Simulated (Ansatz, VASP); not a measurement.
**CaB6: VASP beside Ansatz**

```
CELL_PARAMETERS angstrom
4.11661 0.00000 0.00000
0.00000 4.11661 0.00000
0.00000 0.00000 4.11661
ATOMIC_POSITIONS crystal
Ca 0.50000 0.50000 0.50000
B 0.00000 0.00000 0.29861
B 0.00000 0.00000 0.70139
B 0.29861 0.00000 0.00000
B 0.70139 0.00000 0.00000
B 0.00000 0.29861 0.00000
B 0.00000 0.70139 0.00000
```

Alike in both runs: functional PBE; dispersion D3(BJ); k mesh 8 × 8 × 8; occupations gaussian, width 0.01 eV; no spin polarisation.

Ansatz relaxed the structure, and its values are those at the end. VASP's run is a single point on that final structure, the one shown.

```csv
,VASP,Ansatz
version,VASP 6.6.1,Ansatz 0.2.0
potentials or method,"VASP PAW PBE potentials, release 64 (Ca_sv, B), cutoff 520 eV","scalar-relativistic, plane waves, PAW"
valence electrons in the cell,28,28
```

Ansatz gave:

- gap on the k mesh at the Fermi level (eV): 0.07
- least direct gap on the mesh (eV): 0.12
- pressure (GPa): 0.0
- rms of the force components (eV/Å): 0.000

Q: Estimate VASP's values.

A: gap on the k mesh at the Fermi level (eV): 0.07; least direct gap on the mesh (eV): 0.12; pressure (GPa): 0.1; rms of the force components (eV/Å): 0.010.
